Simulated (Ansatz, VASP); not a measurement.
## Two plane-wave programs on MgO

Contents of INCAR:

```
SYSTEM = MgO
PREC = Accurate
ENCUT = 600
EDIFF = 1E-6
ISMEAR = 0
SIGMA = 0.01
LREAL = .FALSE.
LASPH = .TRUE.
NELM = 80
ALGO = Normal
ISIF = 3
LWAVE = .FALSE.
LCHARG = .FALSE.
GGA = PE
IBRION = 2
NSW = 80
EDIFFG = -0.01
```

KPOINTS

```
Automatic mesh
0
G
  9 9 9
  0 0 0
```

File POSCAR:

```
MgO
1.0
    2.9818690000      0.0000000000      0.0000000000
    1.4909345000      2.5823743048      0.0000000000
    1.4909345000      0.8607914349      2.4346858433
Mg O
1 1
Direct
    0.0000000000      0.0000000000      0.0000000000
    0.5000000000      0.5000000000      0.5000000000
```

Input for Ansatz:

```yaml
crystal:
  lattice:
    a: 2.981869
    b: 2.981869
    c: 2.981869
    alpha: 60.0
    beta: 60.0
    gamma: 60.0
  atoms:
    - { symbol: Mg, position: [0.0, 0.0, 0.0] }
    - { symbol: O, position: [0.5, 0.5, 0.5] }
basis:
  ecutwfc: 462.593566181796
kpoints:
  mp_grid:
    grid: [9, 9, 9]
hamiltonian:
  xc: pbe
scf:
  occupations:
    method: fixed
relax:
  cell: {}
```

Alike in both runs: task relaxation of cell and atoms; functional PBE; k mesh 9 × 9 × 9; no spin polarisation.

|  | VASP | Ansatz |
| --- | --- | --- |
| version | VASP 6.6.1 | Ansatz 0.2.0 |
| potentials or method | VASP PAW PBE potentials, release 64 (Mg, O), cutoff 600 eV | plane waves, PAW |
| occupations | gaussian, width 0.01 eV | fixed |
| valence electrons in the cell | 8 | 16 |

|  | VASP | Ansatz | Ansatz less VASP |
| --- | --- | --- | --- |
| relaxed volume (Å³/atom) | 9.56 | 9.62 | +0.058 |
| relaxed cell length with the largest relative difference (Å) | 3.002 | 3.008 | +0.0061 |

VASP's potentials hold 8 valence electrons a cell and Ansatz's 16, so a difference there can come from the potentials and not from the codes.
